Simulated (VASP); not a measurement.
# ZnS (P6_3/mmc) in VASP: a series of runs

Runs on ZnS. Level: r2SCAN. Tasks: single point.

Everything below comes from runs of VASP 6.6.1. Logs are shortened: lines on timing, memory, paths and dates and some standing lists are left out, and cuts for length are marked.

## (1) The cell of the first run

Symmetry: P6_3/mmc, No. 194, hexagonal system. The conventional cell has a = 3.625 Å, b = 3.625 Å, c = 5.938 Å, α = 90.00°, β = 90.00°, γ = 120.00°. Zn (site symmetry -3m) has 6 S at 2.57 Å and 2 Zn at 2.97 Å within 3.4 Å. Within 3.4 Å of S (site symmetry -6m2) lie 6 Zn at 2.57 Å.

## (2) Single point, r2SCAN (volume changed by +3%)

Contents of POSCAR:

```
ZnS
1.0
    3.6251332924      0.0000000000      0.0000000000
   -1.8125666462      3.1394575233      0.0000000000
    0.0000000000      0.0000000000      5.9382189038
Zn S
2 2
Direct
    0.0000000000      0.0000000000      0.0000000000
    0.0000000000      0.0000000000      0.5000000000
    0.3333333333      0.6666666667      0.2500000000
    0.6666666667      0.3333333333      0.7500000000
```

Contents of INCAR.step1:

```
PREC = Accurate
ENCUT = 520
ISMEAR = 0
SIGMA = 0.01
LREAL = F
LASPH = T
NELM = 60
NBANDS = 26
GGA = PE
ALGO = Normal
EDIFF = 1E-4
LWAVE = T
LCHARG = F
```

Contents of INCAR.step2:

```
PREC = Accurate
ENCUT = 520
EDIFF = 1E-6
ISMEAR = 0
SIGMA = 0.01
LREAL = F
LASPH = T
NELM = 60
ALGO = Normal
ISIF = 2
LWAVE = F
LCHARG = T
METAGGA = R2SCAN
LMIXTAU = T
LELF = T
LVHAR = T
NBANDS = 26
ISTART = 1
```

Contents of KPOINTS:

```
Automatic mesh
0
Gamma
  6 6 4
```

Potentials or basis: VASP PAW PBE potentials, release 64 (Zn, S).

Started as:

```bash
cat potpaw_PBE.64/Zn/POTCAR potpaw_PBE.64/S/POTCAR > POTCAR
cp INCAR.step1 INCAR
mpirun -np 1 vasp_std > vasp.out
cp INCAR.step2 INCAR
mpirun -np 1 vasp_std > vasp.out
```

OUTCAR:

```text
PREC = Accurate
   ENCUT = 520
   EDIFF = 1E-6
   ISMEAR = 0
   LREAL = F
   LASPH = T
   NELM = 60
   ISIF = 2
   METAGGA = R2SCAN
   ISTART = 1

 ion  position               nearest neighbor table
   1  0.000  0.000  0.000-   3 2.57   4 2.57   3 2.57   4 2.57   4 2.57   3 2.57   2 2.97   2 2.97

   2  0.000  0.000  0.500-   3 2.57   4 2.57   3 2.57   4 2.57   4 2.57   3 2.57   1 2.97   1 2.97

   3  0.333  0.667  0.250-   1 2.57   2 2.57   1 2.57   2 2.57   1 2.57   2 2.57
   4  0.667  0.333  0.750-   1 2.57   2 2.57   1 2.57   2 2.57   1 2.57   2 2.57

  LATTYP: Found a hexagonal cell.
 ALAT       =     3.6251332924
 C/A-ratio  =     1.6380691205

  Lattice vectors:

 A1 = (   3.6251332924,   0.0000000000,   0.0000000000)
 A2 = (  -1.8125666462,   3.1394575233,   0.0000000000)
 A3 = (   0.0000000000,   0.0000000000,   5.9382189038)

Analysis of symmetry for initial positions (statically):
=====================================================================
 Subroutine PRICEL returns:
 Original cell was already a primitive cell.

 Routine SETGRP: Setting up the symmetry group for a
 hexagonal supercell.

 Subroutine GETGRP returns: Found 24 space group operations
 (whereof 12 operations were pure point group operations)
 out of a pool of 24 trial point group operations.

The static configuration has the point symmetry D_3d.
 The point group associated with its full space group is D_6h.

Analysis of symmetry for dynamics (positions and initial velocities):
=====================================================================
 Subroutine PRICEL returns:
 Original cell was already a primitive cell.

 Routine SETGRP: Setting up the symmetry group for a
 hexagonal supercell.

 Subroutine GETGRP returns: Found 24 space group operations
 (whereof 12 operations were pure point group operations)
 out of a pool of 24 trial point group operations.

The dynamic configuration has the point symmetry D_3d.
 The point group associated with its full space group is D_6h.

 Subroutine INISYM returns: Found 24 space group operations
 (whereof 12 operations are pure point group operations),
 and found     1 'primitive' translations

----------------------------------------------------------------------------------------

                                     Primitive cell

  volume of cell :      67.5826

  direct lattice vectors                    reciprocal lattice vectors
     3.625133292  0.000000000  0.000000000     0.275851926  0.159263184  0.000000000
    -1.812566646  3.139457523  0.000000000     0.000000000  0.318526367  0.000000000
     0.000000000  0.000000000  5.938218904     0.000000000  0.000000000  0.168400663

  length of vectors
     3.625133292  3.625133292  5.938218904     0.318526367  0.318526367  0.168400663

  position of ions in fractional coordinates (direct lattice)
     0.000000000  0.000000000  0.000000000
     0.000000000  0.000000000  0.500000000
     0.333333333  0.666666667  0.250000000
     0.666666667  0.333333333  0.750000000

  ion indices of the primitive-cell ions
   primitive index   ion index
                 1           1
                 2           2
                 3           3
                 4           4

----------------------------------------------------------------------------------------

 KPOINTS: Automatic mesh

Automatic generation of k-mesh.
 Grid dimensions read from file:
 generate k-points for:    6    6    4

 Generating k-lattice:

  Cartesian coordinates                     Fractional coordinates (reciprocal lattice)
     0.045975321  0.026543864  0.000000000     0.166666667  0.000000000  0.000000000
     0.000000000  0.053087728  0.000000000     0.000000000  0.166666667  0.000000000
     0.000000000  0.000000000  0.042100166     0.000000000  0.000000000  0.250000000

  Length of vectors
     0.053087728  0.053087728  0.042100166

  Shift w.r.t. Gamma in fractional coordinates (k-lattice)
     0.000000000  0.000000000  0.000000000

 Subroutine IBZKPT returns following result:
 ===========================================

 Found     21 irreducible k-points:

 Following reciprocal coordinates:
            Coordinates               Weight
  0.000000  0.000000  0.000000      1.000000
  0.166667  0.000000  0.000000      6.000000
  0.333333  0.000000  0.000000      6.000000
  0.500000  0.000000  0.000000      3.000000
  0.166667  0.166667  0.000000      6.000000
  0.333333  0.166667  0.000000     12.000000
[... 13 lines left out ...]
  0.333333  0.166667  0.500000     12.000000
  0.333333  0.333333  0.500000      2.000000
   k-points           NKPTS =     21   k-points in BZ     NKDIM =     21   number of bands    NBANDS=     26
   number of dos      NEDOS =    301   number of ions     NIONS =      4
   total plane-waves  NPLWV =  37632
   dimension x,y,z NGX =    28 NGY =   28 NGZ =   48
   dimension x,y,z NGXF=    56 NGYF=   56 NGZF=   96
   ions per type =               2   2
   NGX,Y,Z   is equivalent  to a cutoff of  12.84, 12.84, 13.44 a.u.
   NGXF,Y,Z  is equivalent  to a cutoff of  25.68, 25.68, 26.88 a.u.
 SYSTEM =  unknown system
   PREC   = accura    normal or accurate (medium, high low for compatibility)
   ISTART =      1    job   : 0-new  1-cont  2-samecut
   ICHARG =      0    charge: 1-file 2-atom 10-const
   ISPIN  =      1    spin polarized calculation?
   LNONCOLLINEAR =      F non collinear calculations
   LSORBIT =      F    spin-orbit coupling
   LASPH  =      T    aspherical Exc in radial PAW
   ENCUT  =  520.0 eV  38.22 Ry    6.18 a.u.   6.74  6.74 11.04*2*pi/ulx,y,z
   NELM   =     60;   NELMIN=  2; NELMDL=  0     # of ELM steps
   EDIFF  = 0.1E-05   stopping-criterion for ELM
   LREAL  =      F    real-space projection
   EDIFFG = 0.1E-04   stopping-criterion for IOM
   NSW    =      0    number of steps for IOM
   IBRION =     -1    ionic relax: 0-MD 1-quasi-New 2-CG
   NFREE  =      0    steps in history (QN), initial steepest desc. (CG)
   ISIF   =      2    stress and relaxation
   ISYM   =      2    0-nonsym 1-usesym 2-fastsym
   POTIM  = 0.5000    time-step for ionic-motion
   TEBEG  =    0.0;   TEEND  =   0.0 temperature during run
   PSTRESS=    0.0 pullay stress
   NELECT =      36.0000    total number of electrons
   NUPDOWN=      -1.0000    fix difference up-down
   EMIN   =  10.00;   EMAX   =-10.00  energy-range for DOS
   EFERMI =   0.00;   METHOD = LEGACY
   ISMEAR =     0;   SIGMA  =   0.01  broadening in eV -4-tet -1-fermi 0-gaus
   EFERMI_NEDOS =   21; number of points for ismear=-14 and -15
   IALGO  =     38    algorithm
   IMIX   =      4    mixing-type and parameters
     AMIX     =   0.40;   BMIX     =  1.00
     AMIX_MAG =   1.60;   BMIX_MAG =  1.00
  volume/ion in A,a.u.               =      16.90       114.02
  Fermi-wavevector in a.u.,A,eV,Ry     =   1.327081  2.507819 23.961815  1.761144
  Thomas-Fermi vector in A             =   2.456420
   LORBIT       =      0    0 simple, 1 ext, 2 COOP (PROOUT), +10 PAW based schemes
   METAGGA = R2SCAN    functional components
   LHFCALC =     F    Hartree Fock is set to
   AEXX    =    0.0000 exact exchange contribution
   IVDW    =     0    specifies the selected vdW correction
   LEPSILON=     F    determine dielectric tensor
   LRPA    =     F    only Hartree local field effects (RPA)
 non-spin polarized calculation
 Gauss-broadening in eV      SIGMA  =   0.01
  energy-cutoff  :      520.00
  volume of cell :       67.58
 maximum number of plane-waves:      1834
 NGX is ok and might be reduce to    28
   NGX = 13   NGY = 13   NGZ = 23

 number of electron      36.0000008 magnetization

 Free energy of the ion-electron system (eV)
  ---------------------------------------------------
  ext. energy  EPLUGINS =         0.00000000
  ---------------------------------------------------
  free energy    TOTEN  =       -36.34959839 eV

  energy without entropy =      -36.34959839  energy(sigma->0) =      -36.34959839

 E-fermi :   3.4665     XC(G=0): -11.3137

 val. band max:        3.4001728271   @ k =   0.1667   0.0000   0.0000
 cond. band min:       4.2238872631   @ k =   0.3333   0.3333   0.0000
 fundamental gap:      0.8237144360
 Fermi energy:         3.4664999383

 k-point     1 :       0.0000    0.0000    0.0000
  band No.  band energies     occupation
      1     -10.7823      2.00000
      2      -9.1767      2.00000
      3      -3.7281      2.00000
      4      -3.4320      2.00000
      5      -3.4320      2.00000
      6      -3.3070      2.00000
[... 18 lines left out ...]
     25      12.8401      0.00000
     26      12.8404      0.00000

 k-point     2 :       0.1667    0.0000    0.0000
  band No.  band energies     occupation
      1     -10.5008      2.00000
      2      -9.0786      2.00000
      3      -3.4798      2.00000
      4      -3.4208      2.00000
      5      -3.3298      2.00000
      6      -3.2994      2.00000
[... 18 lines left out ...]
     25      11.9457      0.00000
     26      12.8098      0.00000

 k-point     3 :       0.3333    0.0000    0.0000
  band No.  band energies     occupation
      1      -9.7812      2.00000
      2      -8.9156      2.00000
      3      -3.4898      2.00000
      4      -3.4339      2.00000
      5      -3.3384      2.00000
      6      -3.2121      2.00000
[... 18 lines left out ...]
     25      12.6629      0.00000
     26      14.1022      0.00000

 k-point     4 :       0.5000    0.0000    0.0000
  band No.  band energies     occupation
      1      -9.1528      2.00000
      2      -9.0057      2.00000
      3      -3.8721      2.00000
      4      -3.4539      2.00000
      5      -3.4008      2.00000
      6      -3.2358      2.00000
[... 18 lines left out ...]
     25      12.9356      0.00000
     26      16.0895      0.00000
[... 409 lines left out ...]
      1      -9.5161      2.00000
      2      -9.5161      2.00000
      3      -3.3912      2.00000
      4      -3.3912      2.00000
      5      -3.2541      2.00000
      6      -3.2541      2.00000
[... 18 lines left out ...]
     25      12.9067      0.00000
     26      12.9067      0.00000

 k-point    20 :       0.3333    0.1667    0.5000
  band No.  band energies     occupation
      1      -9.0748      2.00000
      2      -9.0748      2.00000
      3      -3.3489      2.00000
      4      -3.3489      2.00000
      5      -3.2766      2.00000
      6      -3.2766      2.00000
[... 18 lines left out ...]
     25      14.0405      0.00000
     26      14.0405      0.00000

 k-point    21 :       0.3333    0.3333    0.5000
  band No.  band energies     occupation
      1      -8.9188      2.00000
      2      -8.9188      2.00000
      3      -3.3934      2.00000
      4      -3.3934      2.00000
      5      -3.1463      2.00000
      6      -3.1463      2.00000
[... 18 lines left out ...]
     25      13.7358      0.00000
     26      13.7358      0.00000

------------------------ aborting loop because EDIFF is reached ----------------------------------------

  FORCE on cell =-STRESS in cart. coord.  units (eV):
  Direction    XX          YY          ZZ          XY          YZ          ZX
  --------------------------------------------------------------------------------------
  -------------------------------------------------------------------------------------
  Total       -1.0411763     -1.0411763     -1.1314067      0.0000000      0.0000000      0.0000000
  in kB      -24.6831204    -24.6831204    -26.8222091      0.0000000      0.0000000      0.0000000
  external PRESSURE =     -25.3961500 kB  Pullay stress =       0.0000000 kB

 VOLUME and BASIS-vectors are now :
 -----------------------------------------------------------------------------
  energy-cutoff  :      520.00
  volume of cell :       67.58
      direct lattice vectors                 reciprocal lattice vectors
     3.625133292  0.000000000  0.000000000     0.275851926  0.159263184  0.000000000
    -1.812566646  3.139457523  0.000000000     0.000000000  0.318526367  0.000000000
     0.000000000  0.000000000  5.938218904     0.000000000  0.000000000  0.168400663

 POSITION                                       TOTAL-FORCE (eV/Angst)
 -----------------------------------------------------------------------------------
      0.00000      0.00000      0.00000         0.000000      0.000000      0.000000
      0.00000      0.00000      2.96911         0.000000      0.000000      0.000000
     -0.00000      2.09297      1.48455        -0.000000     -0.000000      0.000000
      1.81257      1.04649      4.45366         0.000000      0.000000     -0.000000
 -----------------------------------------------------------------------------------
    total drift:                               -0.000000     -0.000000      0.000000

  FREE ENERGIE OF THE ION-ELECTRON SYSTEM (eV)
  ---------------------------------------------------
  free  energy   TOTEN  =       -36.3495983878 eV

  energy  without entropy=      -36.3495983878  energy(sigma->0) =      -36.34959839
```

Run time: 3.9 min. Hardware: 1 thread of Intel Xeon 8259CL, shared host; peak memory 0.2 GiB.

Results:

```
Free energy            : -36.3496 eV
Pressure               : -2.5 GPa
Band gap on the k mesh : 0.82 eV, indirect (least direct gap 2.16 eV)
```

Levels at points of the mesh, in eV from the valence-band top:
```
           k point  band 14  band 15  band 16  band 17  band 18  band 19  band 20  band 21  band 22  band 23
(0.00, 0.00, 0.00)    -0.67    -0.67    -0.58    -0.11    -0.11     2.05     4.24     7.20     7.20     8.85
(0.50, 0.00, 0.00)    -4.48    -3.67    -2.48    -1.91    -0.12     2.86     3.88     4.64     6.13     8.25
(0.00, 0.00, 0.50)    -3.72    -0.35    -0.35    -0.35    -0.35     4.17     4.17     7.37     7.37     7.37
(0.50, 0.00, 0.50)    -5.38    -1.50    -1.50    -1.45    -1.45     2.52     2.52     6.02     6.02     8.88
```

Caveat: the PAW data sets were made with another functional, which shifts forces and pressure a little.

## (3) Single point, r2SCAN (volume changed by +6%)

Contents of POSCAR:

```
ZnS
1.0
    3.6599924818      0.0000000000      0.0000000000
   -1.8299962409      3.1696464669      0.0000000000
    0.0000000000      0.0000000000      5.9953206654
Zn S
2 2
Direct
    0.0000000000      0.0000000000      0.0000000000
    0.0000000000      0.0000000000      0.5000000000
    0.3333333333      0.6666666667      0.2500000000
    0.6666666667      0.3333333333      0.7500000000
```

Contents of INCAR.step1:

```
SYSTEM = ZnS
  PREC = Accurate
  ENCUT = 520
  ISMEAR = 0
  SIGMA = 0.01
  LREAL = .FALSE.
  LASPH = .TRUE.
  NELM = 60
  NBANDS = 26
  GGA = PE
  ALGO = Normal
  EDIFF = 1E-4
  LWAVE = .TRUE.
  LCHARG = .FALSE.
```

Contents of INCAR.step2:

```
SYSTEM = ZnS
  PREC = Accurate
  ENCUT = 520
  EDIFF = 1E-7
  ISMEAR = 0
  SIGMA = 0.01
  LREAL = .FALSE.
  LASPH = .TRUE.
  NELM = 60
  ALGO = Normal
  ISIF = 2
  LWAVE = .FALSE.
  LCHARG = .FALSE.
  METAGGA = R2SCAN
  LMIXTAU = .TRUE.
  NBANDS = 26
  ISTART = 1
```

Contents of KPOINTS:

```
Automatic mesh
0
G
  6 6 4
  0 0 0
```

Potentials or basis: VASP PAW PBE potentials, release 64 (Zn, S).

Started as:

```bash
cat potpaw_PBE.64/Zn/POTCAR potpaw_PBE.64/S/POTCAR > POTCAR
cp INCAR.step1 INCAR
mpirun -np 1 vasp_std > vasp.out
cp INCAR.step2 INCAR
mpirun -np 1 vasp_std > vasp.out
```

Run time: 4.1 min. Hardware: 1 thread of Intel Xeon 8259CL, shared host; peak memory 0.21 GiB.

The run converged. Its results:

* Free energy: -36.3028 eV
* Pressure: -4.9 GPa
* Band gap on the k mesh: 0.83 eV, indirect (least direct gap 1.96 eV)

Stress tensor (GPa, compression positive):
```
-4.83  0.00  0.00
 0.00 -4.83  0.00
 0.00  0.00 -4.99
```

Levels at points of the mesh, in eV from the valence-band top:
| k point | band 15 | band 16 | band 17 | band 18 | band 19 | band 20 | band 21 | band 22 |
| --- | --- | --- | --- | --- | --- | --- | --- | --- |
| (0.00, 0.00, 0.00) | -0.63 | -0.54 | -0.11 | -0.11 | 1.85 | 4.22 | 7.21 | 7.21 |
| (0.50, 0.00, 0.00) | -3.50 | -2.37 | -1.86 | -0.12 | 2.79 | 3.86 | 4.63 | 6.16 |
| (0.00, 0.00, 0.50) | -0.33 | -0.33 | -0.33 | -0.33 | 4.03 | 4.03 | 7.37 | 7.37 |
| (0.50, 0.00, 0.50) | -1.45 | -1.45 | -1.39 | -1.39 | 2.50 | 2.50 | 6.07 | 6.07 |

Caveat: the PAW data sets were made with another functional, which shifts forces and pressure a little. A k mesh can miss the band edges.
